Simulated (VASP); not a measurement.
The system is ZnSe2.

```
Zn Se
1.0
     1.84696    1.06634    5.57828
    -1.84696    1.06634    5.57828
     0.00000   -2.13268    5.57828
Zn Se
1 2
Direct
  0.00000 0.00000 0.00000
  0.75000 0.75000 0.75000
  0.25000 0.25000 0.25000
```

- Program: VASP 6.6.1
- Task: relaxation of cell and atoms
- Functional: PBE
- Potentials or basis: VASP PAW PBE potentials, release 64 (Zn, Se)
- Cutoff: 600 eV
- k mesh: 6 × 6 × 6
- Occupations: gaussian, width 0.1 eV
- Spin: no spin polarisation

At the start: pressure 0.8 GPa; volume 21.97 Å³/atom.

Question: Where does the relaxation end?

Answer: Over 10 steps the energy falls by 57.2 meV/atom and the volume is 20.90 Å³/atom (-4.9 %); space group R-3m (No. 166, to 0.1 Å) before and after.

The path:
```csv
step,energy change (eV),largest force (eV/Å),pressure (GPa),volume (Å³)
1,0.0000,0.6517,0.85,65.92
2,-0.0371,0.3882,-1.13,67.03
3,-0.0477,0.1771,-2.76,68.12
4,-0.0719,0.1711,-2.68,67.50
5,-0.1380,0.0810,-2.33,65.63
6,-0.1105,0.6005,0.41,61.86
7,-0.1617,0.0384,-1.73,64.39
8,-0.1641,0.1247,-1.39,63.87
9,-0.1713,0.0087,-0.32,62.91
10,-0.1717,0.0192,-0.16,62.69
```

Final structure:
```yaml
crystal:
  lattice:
    - [1.87135, 1.08042, 5.16807]
    - [-1.87135, 1.08042, 5.16807]
    - [0.00000, -2.16085, 5.16807]
  atoms:
    - { symbol: Zn, position: [0.00000, 0.00000, 0.00000] }
    - { symbol: Se, position: [0.76004, 0.76004, 0.76004] }
    - { symbol: Se, position: [0.23996, 0.23996, 0.23996] }
```
